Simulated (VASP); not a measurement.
A run of VASP 6.6.1 is set up as follows.

Contents of INCAR:

```
ALGO = Normal
EDIFF = 1E-6
ENCUT = 520
GGA = CA
ISIF = 2
ISMEAR = -1
LASPH = T
LCHARG = F
LREAL = F
LWAVE = F
NBANDS = 13
NELM = 100
PREC = Accurate
SIGMA = 0.08
```

KPOINTS

```
k-points
0
Gamma
  15 15 15
```

POSCAR

```
W
1.0
    2.1891167344      0.0000000000      0.0000000000
    0.0000000000      2.1891167344      0.0000000000
    0.0000000000      0.0000000000      2.1891167344
W
1
Direct
    0.0000000000      0.0000000000      0.0000000000
```

Potentials or basis: VASP PAW LDA potentials, release 64 (W_sv).

The run is started by

```sh
$ cat potpaw_LDA.64/W_sv/POTCAR > POTCAR
$ mpirun -np 1 vasp_std > vasp.out
```

**Question.** Predict the band gap on the k mesh.

**Answer.** Zero (band 7 reaches 21.68 eV, above the bottom of band 8 at 16.66 eV).

**Question.** What does it give for the pressure?

**Answer.** 362.6 GPa.

Caveat: spin-orbit coupling is left out, which moves the levels of the heavy elements.
